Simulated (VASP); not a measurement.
**Rh: single point with LDA**

Crystal: Rh.

```xyz
2
Lattice="2.7310 0.0000 0.0000 -1.3655 2.3651 0.0000 0.0000 0.0000 4.4285" Properties=species:S:1:pos:R:3 pbc="T T T"
Rh    1.3655    0.6884    3.3214
Rh    0.0000    1.5767    1.1071
```

```json
{"Program": "VASP 6.6.1", "Task": "single point", "Functional": "LDA", "Potentials or basis": "VASP PAW LDA potentials, release 64 (Rh_pv)", "Cutoff": "520 eV", "k mesh": "14 × 14 × 8", "Occupations": "fermi-dirac, width 0.15 eV", "Spin": "no spin polarisation", "Dipole correction": "no", "Further INCAR settings": "ALGO = Normal; EDIFF = 1e-06; NBANDS = 22"}
```

```yaml
Pressure: -17.3 GPa
Largest_force: 0.351 eV/Å
Band_gap_on_the_k_mesh: zero (band 15 reaches 11.73 eV, above the bottom of band 16 at 9.46 eV)
```

Forces in eV/Å, atoms in the order of the input:
```
Rh   0.000  0.351  0.000
Rh   0.000 -0.351  0.000
```

Stress tensor (GPa, compression positive):
```
-17.80   0.00   0.00
  0.00 -15.92   0.00
  0.00   0.00 -18.23
```

Levels at points of the mesh, in eV from the Fermi level:
| k point | band 13 | band 14 | band 15 | band 16 | band 17 | band 18 |
| --- | --- | --- | --- | --- | --- | --- |
| (0.00, 0.00, 0.00) | -2.25 | -1.98 | -1.52 | -0.08 | 0.38 | 0.73 |
| (0.50, 0.00, 0.00) | -1.89 | 0.48 | 0.60 | 0.69 | 2.79 | 5.08 |
| (0.00, 0.50, 0.00) | -2.12 | 0.39 | 0.58 | 0.78 | 3.23 | 4.65 |
| (0.00, 0.00, 0.50) | -2.88 | -2.88 | -0.47 | -0.47 | -0.31 | -0.31 |
| (0.50, 0.00, 0.50) | -0.39 | -0.39 | 0.62 | 0.62 | 2.78 | 2.78 |
| (0.00, 0.50, 0.50) | 0.05 | 0.05 | 0.60 | 0.60 | 2.30 | 2.30 |

Wall time 64 s on 1 thread of Intel(R) Xeon(R) 6975P-C (Granite Rapids), on a shared host, peak memory 0.23 GiB.
